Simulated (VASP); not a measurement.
# Hf8O15 (a cell with a defect) in VASP: electric field gradients with PBE

Aim: the electric field gradients of Hf8O15 (a cell with a defect) with PBE.

Everything below comes from runs of VASP 6.6.1. Logs are shortened: lines on timing, memory, paths and dates and some standing lists are left out, and cuts for length are marked.

**1. The cell of the first run**

The cell holds a defect, 23 atoms: a = 7.117 Å, b = 7.117 Å, c = 7.117 Å, α = 60.00°, β = 60.00°, γ = 60.00°.

**2. Electric field gradients, PBE (atoms taken out)**

Input file INCAR:

```
SYSTEM = Hf8O15
ALGO = Normal
EDIFF = 1E-8
ENCUT = 520
GGA = PE
ISIF = 2
ISMEAR = -1
LASPH = .True.
LCHARG = .False.
LEFG = .True.
LREAL = Auto
LWAVE = .False.
NBANDS = 102
NELECT = 168.0
NELM = 80
PREC = Accurate
SIGMA = 0.01
```

Input file KPOINTS:

```
k-points
0
Gamma
  3 3 3
  0 0 0
```

Input file POSCAR:

```
Hf8O15
1.0
    0.0000000000      5.0321592200      5.0321592200
    5.0321592200      0.0000000000      5.0321592200
    5.0321592200      5.0321592200      0.0000000000
Hf O
8 15
Direct
    0.0000000000      0.0000000000      0.0000000000
    0.0000000000      0.0000000000      0.5000000000
    0.0000000000      0.5000000000      0.0000000000
    0.0000000000      0.5000000000      0.5000000000
    0.5000000000      0.0000000000      0.0000000000
    0.5000000000      0.0000000000      0.5000000000
    0.5000000000      0.5000000000      0.0000000000
    0.5000000000      0.5000000000      0.5000000000
    0.3750000000      0.3750000000      0.8750000000
    0.3750000000      0.8750000000      0.3750000000
    0.3750000000      0.8750000000      0.8750000000
    0.8750000000      0.3750000000      0.3750000000
    0.8750000000      0.3750000000      0.8750000000
    0.8750000000      0.8750000000      0.3750000000
    0.8750000000      0.8750000000      0.8750000000
    0.1250000000      0.1250000000      0.1250000000
    0.1250000000      0.1250000000      0.6250000000
    0.1250000000      0.6250000000      0.1250000000
    0.1250000000      0.6250000000      0.6250000000
    0.6250000000      0.1250000000      0.1250000000
    0.6250000000      0.1250000000      0.6250000000
    0.6250000000      0.6250000000      0.1250000000
    0.6250000000      0.6250000000      0.6250000000
```

Potentials or basis: VASP PAW PBE potentials, release 64 (Hf_pv, O).

Launch:

```sh
$ cat potpaw_PBE.64/Hf_pv/POTCAR potpaw_PBE.64/O/POTCAR > POTCAR
$ mpirun -np 1 vasp_std > vasp.out
```

OUTCAR:

```text
SYSTEM = Hf8O15
   EDIFF = 1E-8
   ENCUT = 520
   GGA = PE
   ISIF = 2
   ISMEAR = -1
   LASPH = .True.
   LREAL = Auto
   NELECT = 168.0
   NELM = 80
   PREC = Accurate

 ion  position               nearest neighbor table
   1  0.000  0.000  0.000-  11 2.18  13 2.18  14 2.18  15 2.18  16 2.18  17 2.18  18 2.18  20 2.18
                             5 3.56   2 3.56   3 3.56   2 3.56   4 3.56   6 3.56   3 3.56   4 3.56
   2  0.000  0.000  0.500-  10 2.18  12 2.18  14 2.18  15 2.18  16 2.18  17 2.18  19 2.18  21 2.18
                             6 3.56   1 3.56   4 3.56   1 3.56   3 3.56   5 3.56   3 3.56   4 3.56
   3  0.000  0.500  0.000-   9 2.18  12 2.18  13 2.18  15 2.18  16 2.18  18 2.18  19 2.18  22 2.18
                             7 3.56   1 3.56   4 3.56   2 3.56   4 3.56   8 3.56   1 3.56   2 3.56
   4  0.000  0.500  0.500-  12 2.18  13 2.18  14 2.18  17 2.18  18 2.18  19 2.18  23 2.18   3 3.56
                             8 3.56   2 3.56   1 3.56   3 3.56   7 3.56   1 3.56   2 3.56   6 3.56
   5  0.500  0.000  0.000-   9 2.18  10 2.18  11 2.18  15 2.18  16 2.18  20 2.18  21 2.18  22 2.18
                             7 3.56   1 3.56   6 3.56   2 3.56   6 3.56   8 3.56   3 3.56   7 3.56
   6  0.500  0.000  0.500-  10 2.18  11 2.18  14 2.18  17 2.18  20 2.18  21 2.18  23 2.18   5 3.56
                             8 3.56   2 3.56   1 3.56   5 3.56   7 3.56   4 3.56   7 3.56   8 3.56
   7  0.500  0.500  0.000-   9 2.18  11 2.18  13 2.18  18 2.18  20 2.18  22 2.18  23 2.18   5 3.56
                             8 3.56   3 3.56   4 3.56   6 3.56   8 3.56   1 3.56   5 3.56   6 3.56
   8  0.500  0.500  0.500-   9 2.18  10 2.18  12 2.18  19 2.18  21 2.18  22 2.18  23 2.18   6 3.56
                             7 3.56   4 3.56   3 3.56   5 3.56   7 3.56   2 3.56   5 3.56   6 3.56
   9  0.375  0.375  0.875-   3 2.18   5 2.18   7 2.18   8 2.18
  10  0.375  0.875  0.375-   2 2.18   5 2.18   6 2.18   8 2.18
  11  0.375  0.875  0.875-   1 2.18   5 2.18   6 2.18   7 2.18
  12  0.875  0.375  0.375-   2 2.18   3 2.18   4 2.18   8 2.18
  13  0.875  0.375  0.875-   1 2.18   3 2.18   4 2.18   7 2.18
  14  0.875  0.875  0.375-   1 2.18   2 2.18   4 2.18   6 2.18
  15  0.875  0.875  0.875-   1 2.18   2 2.18   3 2.18   5 2.18
  16  0.125  0.125  0.125-   1 2.18   2 2.18   3 2.18   5 2.18
  17  0.125  0.125  0.625-   1 2.18   2 2.18   4 2.18   6 2.18
  18  0.125  0.625  0.125-   1 2.18   3 2.18   4 2.18   7 2.18
  19  0.125  0.625  0.625-   2 2.18   3 2.18   4 2.18   8 2.18
  20  0.625  0.125  0.125-   1 2.18   5 2.18   6 2.18   7 2.18
  21  0.625  0.125  0.625-   2 2.18   5 2.18   6 2.18   8 2.18
  22  0.625  0.625  0.125-   3 2.18   5 2.18   7 2.18   8 2.18
  23  0.625  0.625  0.625-   4 2.18   6 2.18   7 2.18   8 2.18

  LATTYP: Found a face centered cubic cell.
 ALAT       =    10.0643184400

  Lattice vectors:

 A1 = (   0.0000000000,   5.0321592200,   5.0321592200)
 A2 = (   5.0321592200,   0.0000000000,   5.0321592200)
 A3 = (   5.0321592200,   5.0321592200,   0.0000000000)

Analysis of symmetry for initial positions (statically):
=====================================================================
 Subroutine PRICEL returns:
[... 610 lines left out ...]
  energy-cutoff  :      520.00
  volume of cell :      254.85
      direct lattice vectors                 reciprocal lattice vectors
     0.000000000  5.032159220  5.032159220    -0.099360926  0.099360926  0.099360926
     5.032159220  0.000000000  5.032159220     0.099360926 -0.099360926  0.099360926
     5.032159220  5.032159220  0.000000000     0.099360926  0.099360926 -0.099360926

 POSITION                                       TOTAL-FORCE (eV/Angst)
 -----------------------------------------------------------------------------------
      0.00000      0.00000      0.00000         0.635972      0.635972      0.635972
      2.51608      2.51608      0.00000        -0.635972     -0.635972      0.635972
      2.51608      0.00000      2.51608        -0.635972      0.635972     -0.635972
      5.03216      2.51608      2.51608         2.272738     -2.272738     -2.272738
      0.00000      2.51608      2.51608         0.635972     -0.635972     -0.635972
      2.51608      5.03216      2.51608        -2.272738      2.272738     -2.272738
[... 15 lines left out ...]
      3.77412      3.77412      6.29020        -0.000000      0.000000     -2.430346
      6.29020      6.29020      6.29020        -0.000000      0.000000     -0.000000
 -----------------------------------------------------------------------------------
    total drift:                               -0.000000     -0.000000     -0.000000

  FREE ENERGIE OF THE ION-ELECTRON SYSTEM (eV)
  ---------------------------------------------------
  free  energy   TOTEN  =      -242.8756268555 eV

  energy  without entropy=     -242.8756268555  energy(sigma->0) =     -242.87562686

 Electric field gradients (V/A^2)
---------------------------------------------------------------------
 ion       V_xx      V_yy      V_zz      V_xy      V_xz      V_yz
---------------------------------------------------------------------
   1      -0.000     0.000     0.000    -9.028    -9.028    -9.028
   2       0.000     0.000    -0.000    -9.028     9.027     9.027
   3       0.000    -0.000     0.000     9.027    -9.028     9.027
   4       0.000    -0.000    -0.000  -147.941  -147.941   147.940
   5      -0.000     0.000     0.000     9.027     9.027    -9.028
   6      -0.000     0.000    -0.000  -147.941   147.940  -147.941
[... 15 lines left out ...]
  22     -25.253   -25.253    50.507    -2.369     0.003     0.003
  23      -0.000     0.000     0.000     0.003     0.003     0.003
---------------------------------------------------------------------

 Electric field gradients after diagonalization (V/A^2)
 (convention: |V_zz| > |V_xx| > |V_yy|)
----------------------------------------------------------------------
 ion       V_xx      V_yy      V_zz     asymmetry (V_yy - V_xx)/ V_zz
----------------------------------------------------------------------
   1       9.028     9.028   -18.055       0.000
   2       9.028     9.026   -18.054       0.000
   3       9.028     9.026   -18.054       0.000
   4    -147.942  -147.940   295.882       0.000
   5       9.028     9.026   -18.054       0.000
   6    -147.942  -147.940   295.882       0.000
[... 15 lines left out ...]
  22     -27.622   -22.884    50.507       0.094
  23      -0.003    -0.003     0.005       0.000
----------------------------------------------------------------------

           NMR quadrupolar parameters

 Cq : quadrupolar parameter    Cq=e*Q*V_zz/h
 eta: asymmetry parameters     (V_yy - V_xx)/ V_zz
 Q  : nuclear electric quadrupole moment in mb (millibarn)
----------------------------------------------------------------------
 ion       Cq(MHz)       eta       Q (mb)
----------------------------------------------------------------------
   1      -0.044       0.000       1.000
   2      -0.044       0.000       1.000
   3      -0.044       0.000       1.000
   4       0.715       0.000       1.000
   5      -0.044       0.000       1.000
   6       0.715       0.000       1.000
[... 15 lines left out ...]
  22       0.122       0.094       1.000
  23       0.000       0.000       1.000
----------------------------------------------------------------------
```

stdout:

```text
POSCAR found type information on POSCAR HfO
 POSCAR found :  2 types and      23 ions
 scaLAPACK will be used
 LDA part: xc-table for (Slater+PW92), standard interpolation
 POSCAR, INCAR and KPOINTS ok, starting setup
 FFT: planning ... GRIDC
 FFT: planning ... GRID_SOFT
 FFT: planning ... GRID
 WAVECAR not read
 entering main loop
 the old and the new charge density differ
 old charge density:   170.00000 new  167.99999
    0.135E+02
ion   1

ion   2

ion   3

ion   4

ion   5

ion   6

ion   7

ion   8

ion   9

ion  10

ion  11

ion  12

ion  13

ion  14

ion  15

ion  16

ion  17

ion  18

ion  19

ion  20

ion  21

ion  22

ion  23
```

Run time: 21 min. Hardware: 1 thread of Intel Xeon 8259CL, shared host; peak memory 0.43 GiB.

Results:

| Property | Result |
| --- | --- |
| Free energy | -242.8756 eV |
| Largest force | 3.936 eV/Å |
| Largest electric field gradient by atom | Hf -18.1, +295.9 (each value once); O -1.8, +0.0, +50.5 (each value once) V/Å² |

Forces on the atoms (eV/Å):
```
Hf   0.636  0.636  0.636
Hf  -0.636 -0.636  0.636
Hf  -0.636  0.636 -0.636
Hf   2.273 -2.273 -2.273
Hf   0.636 -0.636 -0.636
Hf  -2.273  2.273 -2.273
Hf  -2.273 -2.273  2.273
Hf   2.273  2.273  2.273
O    0.000  0.000  0.383
O    0.000  0.383  0.000
O   -0.383  0.000  0.000
O    0.383  0.000  0.000
O    0.000 -0.383  0.000
O    0.000  0.000 -0.383
O    0.000  0.000  0.000
O    0.000  0.000  0.000
O    0.000  0.000  2.430
O    0.000  2.430  0.000
O   -2.430  0.000  0.000
O    2.430  0.000  0.000
O    0.000 -2.430  0.000
O    0.000  0.000 -2.430
O    0.000  0.000  0.000
```

Electric field gradients, principal values (V/Å²):
| atom | least | middle | greatest (by size) |
| --- | --- | --- | --- |
| 1 Hf | 9.028 | 9.028 | -18.055 |
| 2 Hf | 9.026 | 9.028 | -18.054 |
| 3 Hf | 9.026 | 9.028 | -18.054 |
| 4 Hf | -147.940 | -147.942 | 295.882 |
| 5 Hf | 9.026 | 9.028 | -18.054 |
| 6 Hf | -147.940 | -147.942 | 295.882 |
| 7 Hf | -147.940 | -147.942 | 295.882 |
| 8 Hf | -147.940 | -147.940 | 295.881 |
| 9 O | 0.832 | 0.983 | -1.815 |
| 10 O | 0.832 | 0.983 | -1.815 |
| 11 O | 0.831 | 0.979 | -1.810 |
| 12 O | 0.832 | 0.983 | -1.815 |
| 13 O | 0.831 | 0.979 | -1.810 |
| 14 O | 0.831 | 0.979 | -1.810 |
| 15 O | -0.003 | -0.003 | 0.005 |
| 16 O | -0.003 | -0.003 | 0.006 |
| 17 O | -22.879 | -27.628 | 50.507 |
| 18 O | -22.879 | -27.628 | 50.507 |
| 19 O | -22.884 | -27.622 | 50.507 |
| 20 O | -22.879 | -27.628 | 50.507 |
| 21 O | -22.884 | -27.622 | 50.507 |
| 22 O | -22.884 | -27.622 | 50.507 |
| 23 O | -0.003 | -0.003 | 0.005 |

Caveat: the cell carries a net charge on a neutralising background, which shifts energy and pressure; the cell differs from its parent crystal (atoms taken out); without QUAD_EFG the Cq values of the log hold for a quadrupole moment of 1 mb, not for the nuclei.
